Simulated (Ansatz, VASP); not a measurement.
One calculation of C, two programs

INCAR

```
PREC = Accurate
ENCUT = 520
EDIFF = 1E-6
ISMEAR = -1
SIGMA = 0.1
LREAL = F
LASPH = T
NELM = 80
ALGO = Normal
ISIF = 2
LWAVE = F
LCHARG = F
GGA = RE
NBANDS = 8
```

The input KPOINTS:

```
regular mesh
0
Gamma
  20 20 20
```

The input POSCAR:

```
C
1.0
    0.0000000000      1.5285981119      1.5285981119
    1.5285981119      0.0000000000      1.5285981119
    1.5285981119      1.5285981119      0.0000000000
C
1
Direct
    0.0000000000      0.0000000000      0.0000000000
```

Input for Ansatz:

```yaml
crystal:
  lattice:
    - [0.0, 1.5285981119, 1.5285981119]
    - [1.5285981119, 0.0, 1.5285981119]
    - [1.5285981119, 1.5285981119, 0.0]
  atoms:
    - { symbol: C, position: [0.0, 0.0, 0.0] }
hamiltonian:
  xc: revpbe
  pseudopotentials:
    kind: paw
    azcp:
      C: "pseudopotentials/C.paw.azcp"
basis:
  ecutwfc: 420
  fft_grid_basis: typed
kpoints:
  mp_grid: { grid: [20, 20, 20], shift: [0, 0, 0] }
magnetization:
  spin_polarized: false
scf:
  occupations: { method: fermi_dirac, width: 0.1 }
  lower_state_search: "off"
output:
  stress: true
  write_density: true
  write_potential: true
  elf: true
  volumetric_format: npy
```

Alike in both runs: task single point; functional revPBE; k mesh 20 × 20 × 20; occupations fermi-dirac, width 0.1 eV; no spin polarisation.

|  | VASP | Ansatz |
| --- | --- | --- |
| version | VASP 6.6.1 | Ansatz 0.2.0 |
| potentials or method | VASP PAW PBE potentials, release 64 (C), cutoff 520 eV | plane waves (420 eV) with PAW, scalar-relativistic |
| valence electrons in the cell | 4 | 4 |

|  | VASP | Ansatz | Ansatz less VASP |
| --- | --- | --- | --- |
| pressure (GPa) | 6.4 | 6.3 | -0.08 |

VASP's potentials were made for PBE, not for revPBE.
